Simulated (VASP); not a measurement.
# Ge (I4_1/amd) in VASP: further runs

Ge is run at these levels: PBEsol; tasks: single point.

All numbers are computed with VASP 6.6.1; they aren't measurements. Logs are shortened: lines on timing, memory, paths and dates and some standing lists are left out, and cuts for length are marked.

## (1) The cell of the first run

It takes space group I4_1/amd (No. 141, tetragonal). The conventional cell has a = 5.303 Å, b = 5.303 Å, c = 2.753 Å, α = 90.00°, β = 90.00°, γ = 90.00°. Ge (site symmetry -4m2) has 10 Ge at 2.74 to 3.36 Å within 3.6 Å.

## (2) Single point, PBEsol (strain +0.030 along x and y, -0.015 along z)

Contents of INCAR:

```
SYSTEM = Ge
  ALGO = Normal
  EDIFF = 1E-7
  ENCUT = 520
  GGA = PS
  ISIF = 2
  ISMEAR = 0
  LASPH = .TRUE.
  LCHARG = .FALSE.
  LREAL = .FALSE.
  LWAVE = .FALSE.
  NBANDS = 21
  NELM = 100
  PREC = Accurate
  SIGMA = 0.15
```

Contents of KPOINTS:

```
k-points
0
G
  20 20 20
  0 0 0
```

Contents of POSCAR:

```
Ge
1.0
   -2.6517244106      2.6517244106      1.3764514536
    2.6517244106     -2.6517244106      1.3764514536
    2.6517244106      2.6517244106     -1.3764514536
Ge
2
Direct
    0.2500000000      0.7500000000      0.5000000000
    0.5000000000      0.5000000000      0.0000000000
```

Potentials or basis: VASP PAW PBE potentials, release 64 (Ge_d).

The run is started by

```console
$ cat potpaw_PBE.64/Ge_d/POTCAR > POTCAR
$ mpirun -np 1 vasp_std > vasp.out
```

OUTCAR:

```text
SYSTEM = Ge
   EDIFF = 1E-7
   ENCUT = 520
   GGA = PS
   ISIF = 2
   ISMEAR = 0
   LASPH = .TRUE.
   LREAL = .FALSE.
   NELM = 100
   PREC = Accurate

 ion  position               nearest neighbor table
   1  0.250  0.750  0.500-   2 2.74   2 2.74   2 2.74   2 2.74
   2  0.500  0.500  0.000-   1 2.74   1 2.74   1 2.74   1 2.74

  LATTYP: Found a body centered tetragonal cell.
 ALAT       =     5.3034488212
 C/A-ratio  =     0.5190778680

  Lattice vectors:

 A1 = (  -2.6517244106,   2.6517244106,   1.3764514536)
 A2 = (   2.6517244106,  -2.6517244106,   1.3764514536)
 A3 = (   2.6517244106,   2.6517244106,  -1.3764514536)

Analysis of symmetry for initial positions (statically):
=====================================================================
 Subroutine PRICEL returns:
 Original cell was already a primitive cell.

 Routine SETGRP: Setting up the symmetry group for a
 body centered tetragonal supercell.

 Subroutine GETGRP returns: Found 16 space group operations
 (whereof  8 operations were pure point group operations)
 out of a pool of 16 trial point group operations.

The static configuration has the point symmetry D_2d.
 The point group associated with its full space group is D_4h.

Analysis of symmetry for dynamics (positions and initial velocities):
=====================================================================
 Subroutine PRICEL returns:
 Original cell was already a primitive cell.

 Routine SETGRP: Setting up the symmetry group for a
 body centered tetragonal supercell.

 Subroutine GETGRP returns: Found 16 space group operations
 (whereof  8 operations were pure point group operations)
 out of a pool of 16 trial point group operations.

The dynamic configuration has the point symmetry D_2d.
 The point group associated with its full space group is D_4h.

 Subroutine INISYM returns: Found 16 space group operations
 (whereof  8 operations are pure point group operations),
 and found     1 'primitive' translations

----------------------------------------------------------------------------------------

                                     Primitive cell

  volume of cell :      38.7149

  direct lattice vectors                    reciprocal lattice vectors
    -2.651724411  2.651724411  1.376451454     0.000000000  0.188556548  0.363252913
     2.651724411 -2.651724411  1.376451454     0.188556548  0.000000000  0.363252913
     2.651724411  2.651724411 -1.376451454     0.188556548  0.188556548  0.000000000

  length of vectors
     3.994734447  3.994734447  3.994734447     0.409275275  0.409275275  0.266659227

  position of ions in fractional coordinates (direct lattice)
     0.250000000  0.750000000  0.500000000
     0.500000000  0.500000000  0.000000000

  ion indices of the primitive-cell ions
   primitive index   ion index
                 1           1
                 2           2

----------------------------------------------------------------------------------------

 KPOINTS: k-points

Automatic generation of k-mesh.
 Grid dimensions read from file:
 generate k-points for:   20   20   20

 Generating k-lattice:

  Cartesian coordinates                     Fractional coordinates (reciprocal lattice)
     0.000000000  0.009427827  0.018162646     0.050000000 -0.000000000  0.000000000
     0.009427827  0.000000000  0.018162646    -0.000000000  0.050000000  0.000000000
     0.009427827  0.009427827  0.000000000     0.000000000  0.000000000  0.050000000

  Length of vectors
     0.020463764  0.020463764  0.013332961

  Shift w.r.t. Gamma in fractional coordinates (k-lattice)
     0.000000000  0.000000000  0.000000000

 Subroutine IBZKPT returns following result:
 ===========================================

 Found    641 irreducible k-points:

 Following reciprocal coordinates:
            Coordinates               Weight
  0.000000  0.000000  0.000000      1.000000
  0.050000  0.000000 -0.000000      8.000000
  0.100000  0.000000 -0.000000      8.000000
  0.150000  0.000000 -0.000000      8.000000
  0.200000  0.000000 -0.000000      8.000000
  0.250000  0.000000 -0.000000      8.000000
[... 16 lines left out ...]
 -0.400000  0.050000  0.000000     16.000000
 -0.350000  0.050000  0.000000     16.000000
 [... further k-points ...]
   k-points           NKPTS =    641   k-points in BZ     NKDIM =    641   number of bands    NBANDS=     21
   number of dos      NEDOS =    301   number of ions     NIONS =      2
   total plane-waves  NPLWV =  27000
   dimension x,y,z NGX =    30 NGY =   30 NGZ =   30
   dimension x,y,z NGXF=    60 NGYF=   60 NGZF=   60
   ions per type =               2
   NGX,Y,Z   is equivalent  to a cutoff of  12.48, 12.48, 12.48 a.u.
   NGXF,Y,Z  is equivalent  to a cutoff of  24.97, 24.97, 24.97 a.u.
 SYSTEM =  Ge
   PREC   = accura    normal or accurate (medium, high low for compatibility)
   ISTART =      0    job   : 0-new  1-cont  2-samecut
   ICHARG =      2    charge: 1-file 2-atom 10-const
   ISPIN  =      1    spin polarized calculation?
   LNONCOLLINEAR =      F non collinear calculations
   LSORBIT =      F    spin-orbit coupling
   LASPH  =      T    aspherical Exc in radial PAW
   ENCUT  =  520.0 eV  38.22 Ry    6.18 a.u.   7.43  7.43  7.43*2*pi/ulx,y,z
   NELM   =    100;   NELMIN=  2; NELMDL= -5     # of ELM steps
   EDIFF  = 0.1E-06   stopping-criterion for ELM
   LREAL  =      F    real-space projection
   EDIFFG = 0.1E-05   stopping-criterion for IOM
   NSW    =      0    number of steps for IOM
   IBRION =     -1    ionic relax: 0-MD 1-quasi-New 2-CG
   NFREE  =      0    steps in history (QN), initial steepest desc. (CG)
   ISIF   =      2    stress and relaxation
   ISYM   =      2    0-nonsym 1-usesym 2-fastsym
   POTIM  = 0.5000    time-step for ionic-motion
   TEBEG  =    0.0;   TEEND  =   0.0 temperature during run
   PSTRESS=    0.0 pullay stress
   NELECT =      28.0000    total number of electrons
   NUPDOWN=      -1.0000    fix difference up-down
   EMIN   =  10.00;   EMAX   =-10.00  energy-range for DOS
   EFERMI =   0.00;   METHOD = LEGACY
   ISMEAR =     0;   SIGMA  =   0.15  broadening in eV -4-tet -1-fermi 0-gaus
   EFERMI_NEDOS =   21; number of points for ismear=-14 and -15
   IALGO  =     38    algorithm
   IMIX   =      4    mixing-type and parameters
     AMIX     =   0.40;   BMIX     =  1.00
     AMIX_MAG =   1.60;   BMIX_MAG =  1.00
  volume/ion in A,a.u.               =      19.36       130.63
  Fermi-wavevector in a.u.,A,eV,Ry     =   1.469496  2.776944 29.380656  2.159417
  Thomas-Fermi vector in A             =   2.584866
   LORBIT       =      0    0 simple, 1 ext, 2 COOP (PROOUT), +10 PAW based schemes
   GGA     = PS    functional components
   LHFCALC =     F    Hartree Fock is set to
   AEXX    =    0.0000 exact exchange contribution
   IVDW    =     0    specifies the selected vdW correction
   LEPSILON=     F    determine dielectric tensor
   LRPA    =     F    only Hartree local field effects (RPA)
 non-spin polarized calculation
 Gauss-broadening in eV      SIGMA  =   0.15
  energy-cutoff  :      520.00
  volume of cell :       38.71
 maximum number of plane-waves:      1054
 NGX is ok and might be reduce to    30
   NGX = 15   NGY = 15   NGZ = 15

 number of electron      27.9999988 magnetization

 Free energy of the ion-electron system (eV)
  ---------------------------------------------------
  ext. energy  EPLUGINS =         0.00000000
  ---------------------------------------------------
  free energy    TOTEN  =        -9.49986096 eV

  energy without entropy =       -9.48970435  energy(sigma->0) =       -9.49478265

 E-fermi :   6.1422     XC(G=0): -11.2467

 val. band max:        6.1418198358   @ k =   0.4500   0.1500   0.0500
 cond. band min:       6.1468905640   @ k =  -0.3500   0.4000   0.1000
 fundamental gap:      0.0050707282
 Fermi energy:         6.1421815358

 k-point     1 :       0.0000    0.0000    0.0000
  band No.  band energies     occupation
      1     -18.4493      2.00000
      2     -18.4393      2.00000
      3     -18.4114      2.00000
      4     -18.3845      2.00000
      5     -18.2857      2.00000
      6     -18.2857      2.00000
[... 13 lines left out ...]
     20      17.0553      0.00000
     21      18.0054      0.00000

 k-point     2 :       0.0500    0.0000   -0.0000
  band No.  band energies     occupation
      1     -18.4486      2.00000
      2     -18.4352      2.00000
      3     -18.4063      2.00000
      4     -18.3834      2.00000
      5     -18.2891      2.00000
      6     -18.2890      2.00000
[... 13 lines left out ...]
     20      17.1109      0.00000
     21      18.2722      0.00000

 k-point     3 :       0.1000    0.0000   -0.0000
  band No.  band energies     occupation
      1     -18.4461      2.00000
      2     -18.4232      2.00000
      3     -18.3923      2.00000
      4     -18.3801      2.00000
      5     -18.2967      2.00000
      6     -18.2955      2.00000
[... 13 lines left out ...]
     20      17.2684      0.00000
     21      18.3327      0.00000

 k-point     4 :       0.1500    0.0000   -0.0000
  band No.  band energies     occupation
      1     -18.4414      2.00000
      2     -18.4051      2.00000
      3     -18.3750      2.00000
      4     -18.3721      2.00000
      5     -18.3069      2.00000
      6     -18.3025      2.00000
[... 13 lines left out ...]
     20      16.7926      0.00000
     21      17.1434      0.00000

 k-point     5 :       0.2000    0.0000   -0.0000
  band No.  band energies     occupation
      1     -18.4349      2.00000
      2     -18.3839      2.00000
      3     -18.3686      2.00000
      4     -18.3508      2.00000
      5     -18.3185      2.00000
      6     -18.3066      2.00000
[... 13 lines left out ...]
     20      15.8848      0.00000
     21      16.4181      0.00000
[... 382 lines left out ...]
     20      17.2546      0.00000
     21      17.7081      0.00000

 k-point    22 :      -0.4500    0.0500    0.0000
  band No.  band energies     occupation
      1     -18.4104      2.00000
      2     -18.3716      2.00000
      3     -18.3696      2.00000
      4     -18.3446      2.00000
      5     -18.3265      2.00000
      6     -18.3263      2.00000
[... 13 lines left out ...]
     20      16.4235      0.00000
     21      17.8047      0.00000

 k-point    23 :      -0.4000    0.0500    0.0000
  band No.  band energies     occupation
      1     -18.4131      2.00000
      2     -18.3645      2.00000
      3     -18.3598      2.00000
      4     -18.3484      2.00000
      5     -18.3307      2.00000
      6     -18.3204      2.00000
[... 13 lines left out ...]
     20      15.1470      0.00000
     21      17.1034      0.00000

 k-point    24 :      -0.3500    0.0500    0.0000
  band No.  band energies     occupation
      1     -18.4173      2.00000
      2     -18.3596      2.00000
      3     -18.3546      2.00000
      4     -18.3484      2.00000
      5     -18.3329      2.00000
      6     -18.3129      2.00000
[... 13 lines left out ...]
     20      14.9195      0.00000
     21      16.5342      0.00000

 [... further k-points ...]
[... 5 lines left out ...]
  --------------------------------------------------------------------------------------
  -------------------------------------------------------------------------------------
  Total       -1.1994682     -1.1994682     -0.1913846      0.0000000      0.0000000      0.0000000
  in kB      -49.6388427    -49.6388427     -7.9202687      0.0000000      0.0000000      0.0000000
  external PRESSURE =     -35.7326514 kB  Pullay stress =       0.0000000 kB

 VOLUME and BASIS-vectors are now :
 -----------------------------------------------------------------------------
  energy-cutoff  :      520.00
  volume of cell :       38.71
      direct lattice vectors                 reciprocal lattice vectors
    -2.651724411  2.651724411  1.376451454     0.000000000  0.188556548  0.363252913
     2.651724411 -2.651724411  1.376451454     0.188556548  0.000000000  0.363252913
     2.651724411  2.651724411 -1.376451454     0.188556548  0.188556548  0.000000000

 POSITION                                       TOTAL-FORCE (eV/Angst)
 -----------------------------------------------------------------------------------
      2.65172      0.00000      0.68823         0.000000      0.000000      0.000000
      0.00000      0.00000      1.37645        -0.000000     -0.000000     -0.000000
 -----------------------------------------------------------------------------------
    total drift:                                0.000000     -0.000000      0.000000

  FREE ENERGIE OF THE ION-ELECTRON SYSTEM (eV)
  ---------------------------------------------------
  free  energy   TOTEN  =        -9.4998609614 eV

  energy  without entropy=       -9.4897043480  energy(sigma->0) =       -9.49478265
```

Run time: 3.6 min. Hardware: 1 thread of Intel Xeon 6975P-C (Granite Rapids), shared host; peak memory 0.48 GiB.

Results:

```yaml
Free_energy: -9.4999 eV
Pressure: -3.6 GPa
Band_gap_on_the_k_mesh: zero (bands 14 and 15 overlap by 4.67 eV)
```

Levels at points of the mesh, in eV from the Fermi level:
| k point | band 12 | band 13 | band 14 | band 15 | band 16 | band 17 |
| --- | --- | --- | --- | --- | --- | --- |
| (0.00, 0.00, 0.00) | -4.70 | -2.37 | -2.37 | 3.20 | 6.90 | 6.90 |
| (0.50, 0.00, 0.00) | -6.00 | -2.70 | -2.05 | -0.97 | 2.65 | 3.42 |
| (0.50, 0.50, 0.00) | -10.37 | 0.41 | 0.41 | 1.42 | 1.42 | 8.16 |
| (0.50, 0.50, 0.50) | -8.95 | -5.65 | -5.65 | 7.01 | 7.01 | 9.93 |

Caveat: the cell differs from its parent crystal (strain +0.030 along x and y, -0.015 along z); the cell stands under tension; the PAW data sets were made with another functional, which shifts forces and pressure a little.

(Continued in part 2 of 2.)
